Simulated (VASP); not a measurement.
# Sb in VASP: notebook

The runs below take Sb through single point, with PBEsol.

All numbers are computed with VASP 6.6.1; they aren't measurements. Logs are shortened: lines on timing, memory, paths and dates and some standing lists are left out, and cuts for length are marked.

### 1 The cell of the first run

The cell holds a slab with vacuum, 3 atoms: a = 3.334 Å, b = 3.334 Å, c = 11.473 Å, α = 90.00°, β = 90.00°, γ = 90.00°.

### 2 Single point, PBEsol

The input, INCAR:

```
  ALGO = Normal
  DIPOL = 0.5 0.5 0.500
  EDIFF = 1E-6
  ENCUT = 520
  GGA = PS
  IDIPOL = 3
  ISIF = 2
  ISMEAR = -1
  LASPH = T
  LCHARG = F
  LDIPOL = T
  LREAL = F
  LWAVE = F
  NBANDS = 14
  NELM = 60
  PREC = Accurate
  SIGMA = 0.1
```

The input, KPOINTS:

```
k-points
0
Gamma
  11 11 1
```

The input, POSCAR:

```
Sb
1.0
    3.3338465369      0.0000000000      0.0000000000
    0.0000000000      3.3338465369      0.0000000000
    0.0000000000      0.0000000000     11.4734000000
Sb
3
Direct
    0.0000000000      0.0000000000      0.3050513972
    0.5000000000      0.5000000000      0.4999999980
    0.0000000000      0.0000000000      0.6949486028
```

Potentials or basis: VASP PAW PBE potentials, release 64 (Sb).

Started as:

```bash
$ cat potpaw_PBE.64/Sb/POTCAR > POTCAR
$ mpirun -np 1 vasp_std > vasp.out
```

OUTCAR:

```text
EDIFF = 1E-6
   ENCUT = 520
   GGA = PS
   ISIF = 2
   ISMEAR = -1
   LASPH = T
   LREAL = F
   NELM = 60
   PREC = Accurate

 ion  position               nearest neighbor table
   1  0.000  0.000  0.305-   2 3.25   2 3.25   2 3.25   2 3.25
   2  0.500  0.500  0.500-   1 3.25   1 3.25   1 3.25   1 3.25   3 3.25   3 3.25   3 3.25   3 3.25

   3  0.000  0.000  0.695-   2 3.25   2 3.25   2 3.25   2 3.25

  LATTYP: Found a simple tetragonal cell.
 ALAT       =     3.3338465369
 C/A-ratio  =     3.4414901445

  Lattice vectors:

 A1 = (   3.3338465369,   0.0000000000,   0.0000000000)
 A2 = (   0.0000000000,   3.3338465369,   0.0000000000)
 A3 = (   0.0000000000,   0.0000000000,  11.4734000000)

Analysis of symmetry for initial positions (statically):
=====================================================================
 Subroutine PRICEL returns:
 Original cell was already a primitive cell.

 Routine SETGRP: Setting up the symmetry group for a
 simple tetragonal supercell.

 Subroutine GETGRP returns: Found 16 space group operations
 (whereof 16 operations were pure point group operations)
 out of a pool of 16 trial point group operations.

The static configuration has the point symmetry D_4h.

Analysis of symmetry for dynamics (positions and initial velocities):
=====================================================================
 Subroutine PRICEL returns:
 Original cell was already a primitive cell.

 Routine SETGRP: Setting up the symmetry group for a
 simple tetragonal supercell.

 Subroutine GETGRP returns: Found 16 space group operations
 (whereof 16 operations were pure point group operations)
 out of a pool of 16 trial point group operations.

The dynamic configuration has the point symmetry D_4h.

 Subroutine INISYM returns: Found 16 space group operations
 (whereof 16 operations are pure point group operations),
 and found     1 'primitive' translations

----------------------------------------------------------------------------------------

                                     Primitive cell

  volume of cell :     127.5215

  direct lattice vectors                    reciprocal lattice vectors
     3.333846537  0.000000000  0.000000000     0.299953819  0.000000000  0.000000000
     0.000000000  3.333846537  0.000000000     0.000000000  0.299953819  0.000000000
     0.000000000  0.000000000 11.473400000     0.000000000  0.000000000  0.087158122

  length of vectors
     3.333846537  3.333846537 11.473400000     0.299953819  0.299953819  0.087158122

  position of ions in fractional coordinates (direct lattice)
     0.000000000  0.000000000  0.305051397
[... 95 lines left out ...]
     AMIX     =   0.40;   BMIX     =  1.00
     AMIX_MAG =   1.60;   BMIX_MAG =  1.00
  volume/ion in A,a.u.               =      42.51       286.85
  Fermi-wavevector in a.u.,A,eV,Ry     =   0.802129  1.515804  8.754134  0.643411
  Thomas-Fermi vector in A             =   1.909748
   LORBIT       =      0    0 simple, 1 ext, 2 COOP (PROOUT), +10 PAW based schemes
   GGA     = PS    functional components
   LHFCALC =     F    Hartree Fock is set to
   AEXX    =    0.0000 exact exchange contribution
   IVDW    =     0    specifies the selected vdW correction
   LEPSILON=     F    determine dielectric tensor
   LRPA    =     F    only Hartree local field effects (RPA)
 non-spin polarized calculation
  energy-cutoff  :      520.00
  volume of cell :      127.52
 maximum number of plane-waves:      3450
 NGX is ok and might be reduce to    28
   NGX = 13   NGY = 13   NGZ = 43

 number of electron      15.0000001 magnetization

 dipolmoment           0.000000      0.000000      0.000000 electrons x Angstroem

 Free energy of the ion-electron system (eV)
  ---------------------------------------------------
  ext. energy  EPLUGINS =         0.00000000
  ---------------------------------------------------
  free energy    TOTEN  =       -12.37454685 eV

  energy without entropy =      -12.30408798  energy(sigma->0) =      -12.33931741

 E-fermi :   3.6166     XC(G=0):  -7.4539

 val. band max:        3.5968960301   @ k =   0.3636   0.3636   0.0000
 cond. band min:       3.6958817649   @ k =   0.2727   0.2727   0.0000
 fundamental gap:      0.0989857349
 Fermi energy:         3.6166334218

 k-point     1 :       0.0000    0.0000    0.0000
  band No.  band energies     occupation
      1      -9.2174      2.00000
      2      -7.2942      2.00000
      3      -4.7927      2.00000
      4       0.0945      2.00000
      5       3.2833      1.93110
      6       4.3493      0.00132
      7       4.3493      0.00132
      8       6.3164      0.00000
      9       6.3164      0.00000
     10       6.8357      0.00000
     11       7.5074      0.00000
     12       8.5343      0.00000
     13       8.5525      0.00000
     14       8.5525      0.00000
[... 326 lines left out ...]
      1      -4.2175      2.00000
      2      -3.6309      2.00000
      3      -3.4112      2.00000
      4      -1.0290      2.00000
      5      -0.6490      2.00000
      6       0.8176      2.00000
      7       0.9666      2.00000
      8       2.5477      1.99995
      9       2.9902      1.99620
     10       3.3504      1.86954
     11       3.8805      0.13344
     12       4.5490      0.00018
     13       7.8885      0.00000
     14       9.0378      0.00000

------------------------ aborting loop because EDIFF is reached ----------------------------------------

 vacuum level on the upper side and lower side of the slab       (xc-potential included)        -1.491        -1.491

  FORCE on cell =-STRESS in cart. coord.  units (eV):
  Direction    XX          YY          ZZ          XY          YZ          ZX
  --------------------------------------------------------------------------------------
  -------------------------------------------------------------------------------------
  Total       -1.5752029     -1.5752029      0.1987562      0.0000000      0.0000000      0.0000000
  in kB      -19.7908178    -19.7908178      2.4971688      0.0000000      0.0000000      0.0000000
  external PRESSURE =     -12.3614889 kB  Pullay stress =       0.0000000 kB

 VOLUME and BASIS-vectors are now :
 -----------------------------------------------------------------------------
  energy-cutoff  :      520.00
  volume of cell :      127.52
      direct lattice vectors                 reciprocal lattice vectors
     3.333846537  0.000000000  0.000000000     0.299953819  0.000000000  0.000000000
     0.000000000  3.333846537  0.000000000     0.000000000  0.299953819  0.000000000
     0.000000000  0.000000000 11.473400000     0.000000000  0.000000000  0.087158122

 POSITION                                       TOTAL-FORCE (eV/Angst)
 -----------------------------------------------------------------------------------
      0.00000      0.00000      3.49998        -0.000000      0.000000     -0.007765
      1.66692      1.66692      5.73670         0.000000      0.000000      0.000000
      0.00000      0.00000      7.97342         0.000000     -0.000000      0.007765
 -----------------------------------------------------------------------------------
    total drift:                               -0.000000      0.000000      0.000007

  FREE ENERGIE OF THE ION-ELECTRON SYSTEM (eV)
  ---------------------------------------------------
  free  energy   TOTEN  =       -12.3745468464 eV

  energy  without entropy=      -12.3040879761  energy(sigma->0) =      -12.33931741

 vacuum level on the upper side and lower side of the slab         6.529         6.529
```

Wall time 25 s (1 thread of Intel Xeon Platinum 8559C (Emerald Rapids), shared host); peak memory 0.24 GiB.

Results:

```yaml
Free_energy: -12.3745 eV
Largest_force: 0.008 eV/Å
```

Forces in eV/Å, atoms in the order of the input:
```
Sb   0.000  0.000 -0.008
Sb   0.000  0.000  0.000
Sb   0.000  0.000  0.008
```

Caveat: the PAW data sets were made with another functional, which shifts forces and pressure a little; spin-orbit coupling is left out, which moves the levels of the heavy elements.

### 3 Single point, PBEsol

The input, INCAR:

```
SYSTEM = Sb
ALGO = Normal
DIPOL = 0.5 0.5 0.500
EDIFF = 1E-7
ENCUT = 520
GGA = PS
IDIPOL = 3
ISIF = 2
ISMEAR = -1
LASPH = .TRUE.
LCHARG = .FALSE.
LDIPOL = .TRUE.
LREAL = .FALSE.
LWAVE = .FALSE.
NBANDS = 14
NELM = 100
PREC = Accurate
SIGMA = 0.1
```

The input, KPOINTS:

```
k-points
0
G
  11 11 1
  0 0 0
```

POSCAR is that of step 2.

Potentials or basis: VASP PAW PBE potentials, release 64 (Sb).

Started as:

```bash
$ cat potpaw_PBE.64/Sb/POTCAR > POTCAR
$ mpirun -np 1 vasp_std > vasp.out
```

Wall time 29 s (1 thread of Intel Xeon Platinum 8559C (Emerald Rapids), shared host); peak memory 0.24 GiB.

It converged, with:

```
Free energy   : -12.3745 eV
Largest force : 0.008 eV/Å
```

Forces on the atoms (eV/Å):
```
Sb   0.000  0.000 -0.008
Sb   0.000  0.000  0.000
Sb   0.000  0.000  0.008
```

Levels at points of the mesh, in eV from the Fermi level:
```tsv
k point	band 4	band 5	band 6	band 7	band 8	band 9	band 10	band 11
(0.00, 0.00, 0.00)	-3.52	-0.33	0.73	0.73	2.70	2.70	3.22	3.89
```

Caveat: the PAW data sets were made with another functional, which shifts forces and pressure a little; spin-orbit coupling is left out, which moves the levels of the heavy elements.
